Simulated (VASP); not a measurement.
# As in VASP: further runs

The runs below take As through single point, with PBE+D3(BJ).

Everything below comes from runs of VASP 6.6.1. Logs are shortened: lines on timing, memory, paths and dates and some standing lists are left out, and cuts for length are marked.

### Step 1. The cell of the first run

The cell holds a sheet with vacuum, 4 atoms: a = 3.759 Å, b = 3.759 Å, c = 20.000 Å, α = 90.00°, β = 90.00°, γ = 120.00°.

### Step 2. Single point, PBE+D3(BJ)

Input file INCAR:

```
SYSTEM = As
ALGO = Normal
DIPOL = 0.5 0.5 0.500
EDIFF = 1E-7
ENCUT = 520
GGA = PE
IDIPOL = 3
ISIF = 2
ISMEAR = 0
IVDW = 12
LASPH = .TRUE.
LCHARG = .FALSE.
LDIPOL = .TRUE.
LREAL = .FALSE.
LWAVE = .FALSE.
NBANDS = 18
NELM = 60
PREC = Accurate
SIGMA = 0.1
```

Input file KPOINTS:

```
k-points
0
G
  6 6 1
  0 0 0
```

Input file POSCAR:

```
As
1.0
    3.7594990000      0.0000000000      0.0000000000
   -1.8797490000      3.2558220000      0.0000000000
    0.0000000000      0.0000000000     20.0000000000
As
4
Direct
    0.6666666700      0.3333333300      0.4190000000
    0.3333333300      0.6666666700      0.3553428600
    0.6666666700      0.3333333300      0.5810000000
    0.0000000000      0.0000000000      0.6446571400
```

Potentials or basis: VASP PAW PBE potentials, release 64 (As).

On the command line:

```bash
> cat potpaw_PBE.64/As/POTCAR > POTCAR
> mpirun -np 1 vasp_std > vasp.out
```

OUTCAR:

```text
SYSTEM = As
   EDIFF = 1E-7
   ENCUT = 520
   GGA = PE
   ISIF = 2
   ISMEAR = 0
   IVDW = 12
   LASPH = .TRUE.
   LREAL = .FALSE.
   NELM = 60
   PREC = Accurate
 IVDW          = 12

 ion  position               nearest neighbor table
   1  0.667  0.333  0.419-   2 2.52   2 2.52   2 2.52
   2  0.333  0.667  0.355-   1 2.52   1 2.52   1 2.52
   3  0.667  0.333  0.581-   4 2.52   4 2.52   4 2.52
   4  0.000  0.000  0.645-   3 2.52   3 2.52   3 2.52

  LATTYP: Found a hexagonal cell.
 ALAT       =     3.7594990000
 C/A-ratio  =     5.3198577789

  Lattice vectors:

 A1 = (   3.7594990000,   0.0000000000,   0.0000000000)
 A2 = (  -1.8797490000,   3.2558220000,   0.0000000000)
 A3 = (   0.0000000000,   0.0000000000,  20.0000000000)

Analysis of symmetry for initial positions (statically):
=====================================================================
 Subroutine PRICEL returns:
 Original cell was already a primitive cell.

 Routine SETGRP: Setting up the symmetry group for a
 hexagonal supercell.

 Subroutine GETGRP returns: Found 12 space group operations
 (whereof  6 operations were pure point group operations)
 out of a pool of 24 trial point group operations.

The static configuration has the point symmetry C_3v.
 The point group associated with its full space group is D_3d.

Analysis of symmetry for dynamics (positions and initial velocities):
=====================================================================
 Subroutine PRICEL returns:
 Original cell was already a primitive cell.

 Routine SETGRP: Setting up the symmetry group for a
 hexagonal supercell.

 Subroutine GETGRP returns: Found 12 space group operations
 (whereof  6 operations were pure point group operations)
 out of a pool of 24 trial point group operations.

The dynamic configuration has the point symmetry C_3v.
 The point group associated with its full space group is D_3d.

 Subroutine INISYM returns: Found 12 space group operations
 (whereof  6 operations are pure point group operations),
 and found     1 'primitive' translations

----------------------------------------------------------------------------------------

                                     Primitive cell

  volume of cell :     244.8052

  direct lattice vectors                    reciprocal lattice vectors
     3.759499000  0.000000000  0.000000000     0.265992889  0.153571008  0.000000000
    -1.879749000  3.255822000  0.000000000     0.000000000  0.307142098  0.000000000
     0.000000000  0.000000000 20.000000000     0.000000000  0.000000000  0.050000000

  length of vectors
     3.759499000  3.759499062 20.000000000     0.307142103  0.307142098  0.050000000

  position of ions in fractional coordinates (direct lattice)
     0.666666670  0.333333330  0.419000000
     0.333333330  0.666666670  0.355342860
     0.666666670  0.333333330  0.581000000
     0.000000000  0.000000000  0.644657140

  ion indices of the primitive-cell ions
   primitive index   ion index
                 1           1
                 2           2
                 3           3
                 4           4

----------------------------------------------------------------------------------------

 KPOINTS: k-points

Automatic generation of k-mesh.
 Grid dimensions read from file:
 generate k-points for:    6    6    1

 Generating k-lattice:

  Cartesian coordinates                     Fractional coordinates (reciprocal lattice)
     0.044332148  0.025595168  0.000000000     0.166666667  0.000000000  0.000000000
     0.000000000  0.051190350  0.000000000     0.000000000  0.166666667  0.000000000
     0.000000000  0.000000000  0.050000000     0.000000000  0.000000000  1.000000000

  Length of vectors
     0.051190351  0.051190350  0.050000000

  Shift w.r.t. Gamma in fractional coordinates (k-lattice)
     0.000000000  0.000000000  0.000000000

 Subroutine IBZKPT returns following result:
 ===========================================

 Found      7 irreducible k-points:

 Following reciprocal coordinates:
            Coordinates               Weight
  0.000000  0.000000  0.000000      1.000000
  0.166667 -0.000000  0.000000      6.000000
  0.333333  0.000000  0.000000      6.000000
  0.500000 -0.000000  0.000000      3.000000
  0.166667  0.166667  0.000000      6.000000
  0.333333  0.166667  0.000000     12.000000
  0.333333  0.333333  0.000000      2.000000
   k-points           NKPTS =      7   k-points in BZ     NKDIM =      7   number of bands    NBANDS=     18
   number of dos      NEDOS =    301   number of ions     NIONS =      4
   total plane-waves  NPLWV = 117600
   dimension x,y,z NGX =    28 NGY =   28 NGZ =  150
   dimension x,y,z NGXF=    56 NGYF=   56 NGZF=  300
   ions per type =               4
   NGX,Y,Z   is equivalent  to a cutoff of  12.38, 12.38, 12.47 a.u.
   NGXF,Y,Z  is equivalent  to a cutoff of  24.76, 24.76, 24.94 a.u.
 SYSTEM =  As
   PREC   = accura    normal or accurate (medium, high low for compatibility)
   ISTART =      0    job   : 0-new  1-cont  2-samecut
   ICHARG =      2    charge: 1-file 2-atom 10-const
   ISPIN  =      1    spin polarized calculation?
   LNONCOLLINEAR =      F non collinear calculations
   LSORBIT =      F    spin-orbit coupling
   LASPH  =      T    aspherical Exc in radial PAW
   ENCUT  =  520.0 eV  38.22 Ry    6.18 a.u.   6.99  6.99 37.19*2*pi/ulx,y,z
   NELM   =     60;   NELMIN=  2; NELMDL= -5     # of ELM steps
   EDIFF  = 0.1E-06   stopping-criterion for ELM
   LREAL  =      F    real-space projection
   EDIFFG = 0.1E-05   stopping-criterion for IOM
   NSW    =      0    number of steps for IOM
   IBRION =     -1    ionic relax: 0-MD 1-quasi-New 2-CG
   NFREE  =      0    steps in history (QN), initial steepest desc. (CG)
   ISIF   =      2    stress and relaxation
   ISYM   =      2    0-nonsym 1-usesym 2-fastsym
   POTIM  = 0.5000    time-step for ionic-motion
   TEBEG  =    0.0;   TEEND  =   0.0 temperature during run
   PSTRESS=    0.0 pullay stress
   NELECT =      20.0000    total number of electrons
   NUPDOWN=      -1.0000    fix difference up-down
   EMIN   =  10.00;   EMAX   =-10.00  energy-range for DOS
   EFERMI =   0.00;   METHOD = LEGACY
   ISMEAR =     0;   SIGMA  =   0.10  broadening in eV -4-tet -1-fermi 0-gaus
   EFERMI_NEDOS =   21; number of points for ismear=-14 and -15
[... 31 lines left out ...]
  ---------------------------------------------------
  free energy    TOTEN  =       -18.31544071 eV

  energy without entropy =      -18.30937995  energy(sigma->0) =      -18.31241033

 E-fermi :  -0.9393     XC(G=0):  -4.4278

 val. band max:       -1.0076293053   @ k =   0.1667  -0.0000   0.0000
 cond. band min:      -0.7259097364   @ k =   0.3333   0.0000   0.0000
 fundamental gap:      0.2817195688
 Fermi energy:        -0.9393019283

 k-point     1 :       0.0000    0.0000    0.0000
  band No.  band energies     occupation
      1     -15.2629      2.00000
      2     -15.1230      2.00000
      3      -9.2137      2.00000
      4      -8.3851      2.00000
      5      -2.8089      2.00000
      6      -2.6856      2.00000
      7      -2.6856      2.00000
      8      -2.5743      2.00000
      9      -2.5743      2.00000
     10      -1.2880      2.00000
     11      -1.1172      1.98810
     12      -0.1591      0.00000
     13       0.9837      0.00000
     14       0.9837      0.00000
     15       1.1999      0.00000
     16       1.1999      0.00000
     17       3.0343      0.00000
     18       3.3424      0.00000

 k-point     2 :       0.1667   -0.0000    0.0000
  band No.  band energies     occupation
      1     -14.9366      2.00000
      2     -14.7947      2.00000
      3      -9.3096      2.00000
      4      -8.6280      2.00000
      5      -4.6821      2.00000
      6      -4.2855      2.00000
      7      -3.2482      2.00000
      8      -3.1312      2.00000
      9      -2.6536      2.00000
     10      -1.0076      1.66610
     11      -0.2225      0.00000
     12       0.0999      0.00000
     13       1.5412      0.00000
     14       1.5974      0.00000
     15       1.6354      0.00000
     16       1.9181      0.00000
     17       3.4318      0.00000
     18       3.6685      0.00000

 k-point     3 :       0.3333    0.0000    0.0000
  band No.  band energies     occupation
      1     -14.0188      2.00000
      2     -13.8697      2.00000
      3     -10.1767      2.00000
      4      -9.8511      2.00000
      5      -5.7168      2.00000
      6      -5.0507      2.00000
      7      -4.0167      2.00000
      8      -3.8971      2.00000
      9      -3.0236      2.00000
     10      -2.0163      2.00000
     11      -0.7259      0.00255
     12      -0.0363      0.00000
     13       1.9141      0.00000
     14       2.1311      0.00000
     15       2.1607      0.00000
     16       2.6842      0.00000
     17       4.3847      0.00000
     18       4.5372      0.00000

 k-point     4 :       0.5000   -0.0000    0.0000
  band No.  band energies     occupation
      1     -13.1292      2.00000
      2     -12.9767      2.00000
      3     -11.2448      2.00000
      4     -11.0663      2.00000
      5      -5.4546      2.00000
      6      -4.9853      2.00000
      7      -4.3148      2.00000
      8      -4.1947      2.00000
      9      -3.4719      2.00000
     10      -2.8753      2.00000
     11      -0.5520      0.00000
     12      -0.1771      0.00000
     13       1.6929      0.00000
     14       1.7580      0.00000
     15       2.1828      0.00000
     16       2.8305      0.00000
     17       4.6047      0.00000
     18       5.2848      0.00000

 k-point     5 :       0.1667    0.1667    0.0000
  band No.  band energies     occupation
      1     -14.3074      2.00000
      2     -14.1607      2.00000
      3      -9.8047      2.00000
      4      -9.3846      2.00000
      5      -5.4513      2.00000
      6      -4.7788      2.00000
      7      -4.4948      2.00000
      8      -4.4808      2.00000
      9      -2.7247      2.00000
     10      -1.3952      2.00000
     11       0.5031      0.00000
     12       0.8979      0.00000
     13       1.2023      0.00000
     14       1.5561      0.00000
     15       2.2756      0.00000
     16       2.5616      0.00000
     17       4.0923      0.00000
     18       4.1468      0.00000

 k-point     6 :       0.3333    0.1667    0.0000
  band No.  band energies     occupation
      1     -13.2164      2.00000
      2     -13.0579      2.00000
      3     -11.0350      2.00000
      4     -10.8185      2.00000
      5      -5.6625      2.00000
      6      -5.5673      2.00000
      7      -4.9964      2.00000
      8      -4.2764      2.00000
      9      -3.3540      2.00000
     10      -2.4859      2.00000
     11       0.5699      0.00000
     12       1.1327      0.00000
     13       1.3008      0.00000
     14       1.5392      0.00000
     15       2.3064      0.00000
     16       2.8292      0.00000
     17       4.9490      0.00000
     18       5.3213      0.00000

 k-point     7 :       0.3333    0.3333    0.0000
  band No.  band energies     occupation
      1     -12.2330      2.00000
      2     -11.9863      2.00000
      3     -11.9863      2.00000
      4     -11.8888      2.00000
      5      -6.2894      2.00000
      6      -6.2894      2.00000
      7      -4.6219      2.00000
      8      -3.7493      2.00000
      9      -3.7493      2.00000
     10      -2.9818      2.00000
     11       0.3953      0.00000
     12       0.3953      0.00000
     13       2.1934      0.00000
     14       2.7506      0.00000
     15       2.7506      0.00000
     16       3.6004      0.00000
     17       5.6862      0.00000
     18       5.6862      0.00000

------------------------ aborting loop because EDIFF is reached ----------------------------------------

 vacuum level on the upper side and lower side of the slab       (xc-potential included)        -0.071        -0.071

 Edisp (eV)   -0.99956

 E8    (eV) :    -0.4363

  FORCE on cell =-STRESS in cart. coord.  units (eV):
  Direction    XX          YY          ZZ          XY          YZ          ZX
  --------------------------------------------------------------------------------------
  -------------------------------------------------------------------------------------
  Total      -1.77997    -1.77997     2.35074    -0.00000     0.00000    -0.00000
  in kB     -11.64936   -11.64937    15.38490    -0.00000     0.00000    -0.00000
  external pressure =       -2.64 kB  Pullay stress =        0.00 kB

 VOLUME and BASIS-vectors are now :
 -----------------------------------------------------------------------------
  energy-cutoff  :      520.00
  volume of cell :      244.81
      direct lattice vectors                 reciprocal lattice vectors
     3.759499000  0.000000000  0.000000000     0.265992889  0.153571008  0.000000000
    -1.879749000  3.255822000  0.000000000     0.000000000  0.307142098  0.000000000
     0.000000000  0.000000000 20.000000000     0.000000000  0.000000000  0.050000000

 POSITION                                       TOTAL-FORCE (eV/Angst)
 -----------------------------------------------------------------------------------
      1.87975      1.08527      8.38000         0.000000      0.000000      0.505814
      0.00000      2.17055      7.10686        -0.000000      0.000000     -0.691783
      1.87975      1.08527     11.62000        -0.000000      0.000000     -0.505814
      0.00000      0.00000     12.89314         0.000000     -0.000000      0.691783
 -----------------------------------------------------------------------------------
    total drift:                               -0.000004      0.000002     -0.000009

  FREE ENERGIE OF THE ION-ELECTRON SYSTEM (eV)
  ---------------------------------------------------
  free  energy   TOTEN  =       -19.3150027348 eV

  energy  without entropy=      -19.3089419791  energy(sigma->0) =      -19.31197236

 vacuum level on the upper side and lower side of the slab         3.471         3.471
```

It took 68 s on 1 thread of AMD EPYC 7R13 (Zen 3), shared host; peak memory 0.28 GiB.

Results:

| Item | Value |
| --- | --- |
| Free energy | -19.3150 eV |
| Largest force | 0.692 eV/Å |
| Band gap on the k mesh | zero (band 10 reaches -1.01 eV, above the bottom of band 11 at -1.12 eV) |
| Dispersion energy per atom | -0.250 eV |

Forces on the atoms (eV/Å):
```
As   0.000  0.000  0.506
As   0.000  0.000 -0.692
As   0.000  0.000 -0.506
As   0.000  0.000  0.692
```

Levels at points of the mesh, in eV from the Fermi level:
```tsv
k point	band 7	band 8	band 9	band 10	band 11	band 12	band 13	band 14
(0.00, 0.00, 0.00)	-1.75	-1.63	-1.63	-0.35	-0.18	0.78	1.92	1.92
(0.50, 0.00, 0.00)	-3.38	-3.26	-2.53	-1.94	0.39	0.76	2.63	2.70
```

### Step 3. Single point, PBE+D3(BJ)

This run uses another cell than the first one, of 98.12 Å³/atom, 1.603 times its volume.

Input file INCAR:

```
PREC = Accurate ; ENCUT = 520
EDIFF = 1E-7 ; ISMEAR = 0
SIGMA = 0.1 ; LREAL = F
LASPH = T ; NELM = 60
ALGO = Normal ; ISIF = 2
LWAVE = F ; LCHARG = T
LDIPOL = T ; IDIPOL = 3
DIPOL = 0.5 0.5 0.283 ; GGA = PE
IVDW = 12 ; LELF = T
LVHAR = T ; LVACPOTAV = T
NBANDS = 18
```

Input file KPOINTS:

```
regular mesh
0
Gamma
  6 6 1
```

Input file POSCAR:

```
As
1.0
    3.5793673928     -0.0000002748      0.0000000000
   -1.7896834584      3.0998232291      0.0000000000
    0.0000000000      0.0000000000     35.3725712000
As
4
Direct
    0.6666666667      0.3333333333      0.2294196972
    0.3333333333      0.6666666667      0.1899995883
    0.6666666667      0.3333333333      0.3359901479
    0.0000000000      0.0000000000      0.3754102568
```

Potentials or basis: VASP PAW PBE potentials, release 64 (As).

On the command line:

```bash
> cat potpaw_PBE.64/As/POTCAR > POTCAR
> mpirun -np 1 vasp_std > vasp.out
```

Run time: 2.5 min. Hardware: 1 thread of AMD EPYC 7R13 (Zen 3), shared host; peak memory 0.43 GiB.

The run converged. Its results:

| Quantity | Value |
| --- | --- |
| Free energy | -19.5955 eV |
| Largest force | 0.081 eV/Å |
| Band gap on the k mesh | 1.25 eV, indirect (least direct gap 1.87 eV) |
| Dispersion energy per atom | -0.254 eV |
| Ionisation potential of the upper face | 5.26 eV |

Forces in eV/Å, atoms in the order of the input:
```
As   0.000  0.000  0.080
As   0.000  0.000 -0.081
As   0.000  0.000 -0.080
As   0.000  0.000  0.081
```

Levels at points of the mesh, in eV from the valence-band top:
```tsv
k point	band 6	band 7	band 8	band 9	band 10	band 11	band 12	band 13	band 14	band 15
(0.00, 0.00, 0.00)	-0.12	-0.08	-0.08	-0.05	-0.05	1.83	2.25	3.41	3.41	3.49
(0.50, 0.00, 0.00)	-3.49	-2.01	-1.97	-1.85	-1.58	1.73	1.94	3.04	3.07	4.32
```

### Step 4. Single point, PBE+D3(BJ)

This run uses another cell than the first one, of 98.12 Å³/atom, 1.603 times its volume.

Input file INCAR:

```
SYSTEM = As
PREC = Accurate ; ENCUT = 520
EDIFF = 1E-7 ; ISMEAR = 0
SIGMA = 0.02 ; LREAL = .False.
LASPH = .True. ; NELM = 60
ALGO = Normal ; ISIF = 2
LWAVE = .False. ; LCHARG = .False.
LDIPOL = .True. ; IDIPOL = 3
DIPOL = 0.5 0.5 0.283 ; GGA = PE
IVDW = 12 ; NBANDS = 18
```

Input file KPOINTS:

```
Automatic mesh
0
Gamma
  12 12 1
  0 0 0
```

POSCAR is that of step 3.

On the command line:

```bash
> cat potpaw_PBE.64/As/POTCAR > POTCAR
> mpirun -np 1 vasp_std > vasp.out
```

It took 4.5 min on 1 thread of AMD EPYC 7R13 (Zen 3), shared host; peak memory 0.48 GiB.

Results (log left out):

```
Free energy                : -19.6440 eV
Largest force              : 0.114 eV/Å
Band gap on the k mesh     : 1.25 eV, indirect (least direct gap 1.59 eV)
Dispersion energy per atom : -0.254 eV
```

Forces on the atoms (eV/Å):
```
As   0.000  0.000  0.111
As   0.000  0.000 -0.114
As   0.000  0.000 -0.111
As   0.000  0.000  0.114
```

Levels at points of the mesh, in eV from the valence-band top:
```csv
k point,band 8,band 9,band 10,band 11,band 12,band 13
"(0.00, 0.00, 0.00)",-0.09,-0.06,-0.06,1.82,2.24,3.41
"(0.50, 0.00, 0.00)",-1.98,-1.85,-1.59,1.72,1.93,3.04
```

### Step 5. Single point, PBE+D3(BJ)

This run uses another cell than the first one, of 101.84 Å³/atom, 1.664 times its volume.

Input file INCAR:

```
  ALGO = Normal
  DIPOL = 0.5 0.5 0.271
  EDIFF = 1E-7
  ENCUT = 520
  GGA = PE
  IDIPOL = 3
  ISIF = 2
  ISMEAR = 0
  IVDW = 12
  LASPH = True
  LCHARG = False
  LDIPOL = True
  LREAL = False
  LWAVE = False
  NBANDS = 18
  NELM = 80
  PREC = Accurate
  SIGMA = 0.02
```

Input file KPOINTS:

```
k-points
0
Gamma
  12 12 1
```

Input file POSCAR:

```
As
1.0
    3.5694957700     -0.0000002741      0.0000000000
   -1.7847476477      3.0912741526      0.0000000000
    0.0000000000      0.0000000000     36.9169041455
As
4
Direct
    0.6666666667      0.3333333333      0.2196329468
    0.3333333333      0.6666666667      0.1817399406
    0.6666666667      0.3333333333      0.3221242906
    0.0000000000      0.0000000000      0.3600172968
```

On the command line:

```bash
> cat potpaw_PBE.64/As/POTCAR > POTCAR
> mpirun -np 1 vasp_std > vasp.out
```

Wall time 3.6 min (1 thread of AMD EPYC 7R13 (Zen 3), shared host); peak memory 0.5 GiB.

Results (log left out):

```yaml
Free_energy: -19.6446 eV
Largest_force: 0.092 eV/Å
Band_gap_on_the_k_mesh: 1.27 eV, indirect (least direct gap 1.63 eV)
Dispersion_energy_per_atom: -0.255 eV
```

Forces on the atoms (eV/Å):
```
As   0.000  0.000  0.092
As   0.000  0.000 -0.092
As   0.000  0.000 -0.092
As   0.000  0.000  0.092
```

Levels at points of the mesh, in eV from the valence-band top:
| k point | band 6 | band 7 | band 8 | band 9 | band 10 | band 11 | band 12 | band 13 | band 14 | band 15 |
| --- | --- | --- | --- | --- | --- | --- | --- | --- | --- | --- |
| (0.00, 0.00, 0.00) | -0.14 | -0.03 | -0.03 | 0.00 | 0.00 | 1.90 | 2.32 | 3.46 | 3.46 | 3.53 |
| (0.50, 0.00, 0.00) | -3.50 | -1.98 | -1.94 | -1.85 | -1.59 | 1.76 | 1.97 | 3.04 | 3.07 | 4.36 |

### Step 6. Summary

```csv
cell,k mesh,smearing,gap on the mesh (eV),largest force (eV/Å)
"a = 3.759, b = 3.759, c = 20.000 Å, angles 90.0, 90.0, 120.0°, 4 atoms",6 × 6 × 1,gaussian 0.1 eV,none,0.69
"a = 3.579, b = 3.579, c = 35.373 Å, angles 90.0, 90.0, 120.0°, 4 atoms",6 × 6 × 1,gaussian 0.1 eV,1.25,0.08
"a = 3.579, b = 3.579, c = 35.373 Å, angles 90.0, 90.0, 120.0°, 4 atoms",12 × 12 × 1,gaussian 0.02 eV,1.25,0.11
"a = 3.569, b = 3.569, c = 36.917 Å, angles 90.0, 90.0, 120.0°, 4 atoms",12 × 12 × 1,gaussian 0.02 eV,1.27,0.09
```

Alike in all rows: task single point; level PBE+D3(BJ); potentials or basis VASP PAW PBE potentials, release 64 (As); no spin polarisation; cutoff (eV) 520.

Absolute energies hang on the potentials; compare differences alone.
